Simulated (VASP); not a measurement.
Write the native input for VASP 6.6.1 that does the following.

```yaml
Task: single point
Functional: r2SCAN
Potentials_or_basis: VASP PAW PBE potentials, release 64 (Zn, Se)
Cutoff: 520 eV
k_mesh: 8 × 8 × 8
Occupations: gaussian, width 0.01 eV
Spin: no spin polarisation
Dipole_correction: no
Further_INCAR_settings: ALGO = Normal; EDIFF = 1e-07; NBANDS = 16
```

The system is ZnSe (Stilleite).

```
CELL_PARAMETERS angstrom
0.00000 2.83242 2.90409
2.83242 0.00000 2.90409
2.83242 2.83242 0.00000
ATOMIC_POSITIONS crystal
Zn 0.00000 0.00000 0.00000
Se 0.25000 0.25000 0.25000
```

This cell differs from its parent crystal: uniaxial z strain +2.5%.

One way to write it, as run:

POSCAR

```
ZnSe
1.0
    0.0000000000      2.8324246788      2.9040850232
    2.8324246788      0.0000000000      2.9040850232
    2.8324246788      2.8324246788      0.0000000000
Zn Se
1 1
Direct
    0.0000000000      0.0000000000      0.0000000000
    0.2500000000      0.2500000000      0.2500000000
```

INCAR.step1

```
ALGO = Normal ; EDIFF = 1E-4
ENCUT = 520 ; GGA = PE
ISMEAR = 0 ; LASPH = T
LCHARG = F ; LREAL = F
LWAVE = T ; NBANDS = 16
NELM = 80 ; PREC = Accurate
SIGMA = 0.01
```

INCAR.step2

```
ALGO = Normal ; EDIFF = 1E-7
ENCUT = 520 ; ISIF = 2
ISMEAR = 0 ; ISTART = 1
LASPH = T ; LCHARG = F
LMIXTAU = T ; LREAL = F
LWAVE = F ; METAGGA = R2SCAN
NBANDS = 16 ; NELM = 80
PREC = Accurate ; SIGMA = 0.01
```

KPOINTS

```
k-points
0
Gamma
  8 8 8
```

Potentials or basis: VASP PAW PBE potentials, release 64 (Zn, Se).

Run with:

```console
$ cat potpaw_PBE.64/Zn/POTCAR potpaw_PBE.64/Se/POTCAR > POTCAR
$ cp INCAR.step1 INCAR
$ mpirun -np 1 vasp_std > vasp.out
$ cp INCAR.step2 INCAR
$ mpirun -np 1 vasp_std > vasp.out
```

Results of the run:

| Property | Result |
| --- | --- |
| Pressure | -1.4 GPa |
| Band gap on the k mesh | 1.73 eV, direct |

Caveat: the cell differs from its parent crystal (uniaxial z strain +2.5%); the PAW data sets were made with another functional, which shifts forces and pressure a little.

Run time: 3.3 min on 1 thread of Intel(R) Xeon(R) Platinum 8488C (Sapphire Rapids), on a shared host, peak memory 0.2 GiB.
